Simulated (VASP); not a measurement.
Wanted: the native input for a VASP 6.6.1 run.

```
Task                   : single point
Functional             : PBE
Potentials or basis    : VASP PAW PBE potentials, release 64 (Li_sv, Sb)
Cutoff                 : 520 eV
k mesh                 : 4 × 4 × 4
Occupations            : gaussian, width 0.1 eV
Spin                   : no spin polarisation
Dipole correction      : no
Further INCAR settings : ALGO = Normal; EDIFF = 1e-06; NBANDS = 29
```

The structure of LiSb7 lies in POSCAR:

```
LiSb7
1.0
    0.0000000000      4.7454449100      4.7454449100
    4.7454449100      0.0000000000      4.7454449100
    4.7454449100      4.7454449100      0.0000000000
Li Sb
1 7
Direct
    0.0000000000      0.0000000000      0.0000000000
    0.5000000000      0.0000000000      0.0000000000
    0.0000000000      0.5000000000      0.5000000000
    0.0000000000      0.5000000000      0.0000000000
    0.5000000000      0.0000000000      0.5000000000
    0.0000000000      0.0000000000      0.5000000000
    0.5000000000      0.5000000000      0.0000000000
    0.5000000000      0.5000000000      0.5000000000
```

The cell was generated, and may not be a known phase.

The input as run:

INCAR

```
SYSTEM = LiSb7
ALGO     = Normal         ! electronic algorithm
EDIFF    = 1E-6           ! SCF threshold, eV
ENCUT    = 520            ! plane-wave cutoff, eV
GGA      = PE             ! functional
ISIF     = 2              ! what is computed and relaxed
ISMEAR   = 0              ! smearing method
LASPH    = .TRUE.         ! aspherical terms in the spheres
LCHARG   = .FALSE.        ! write CHGCAR
LREAL    = .FALSE.        ! projectors in reciprocal space
LWAVE    = .FALSE.        ! write WAVECAR
NBANDS   = 29             ! bands
NELM     = 100            ! most SCF steps
PREC     = Accurate       ! precision mode
SIGMA    = 0.1            ! smearing width, eV
```

KPOINTS

```
k-points
0
G
  4 4 4
  0 0 0
```

Potentials or basis: VASP PAW PBE potentials, release 64 (Li_sv, Sb).

Run with:

```console
$ cat potpaw_PBE.64/Li_sv/POTCAR potpaw_PBE.64/Sb/POTCAR > POTCAR
$ mpirun -np 1 vasp_std > vasp.out
```

Results of the run:

```
Band gap on the k mesh : zero (bands 19 and 20 overlap by 2.09 eV)
```

Caveat: spin-orbit coupling is left out, which moves the levels of the heavy elements.

Run time: 88 s on 1 thread of Intel Xeon 8259CL, on a shared host, peak memory 0.35 GiB.
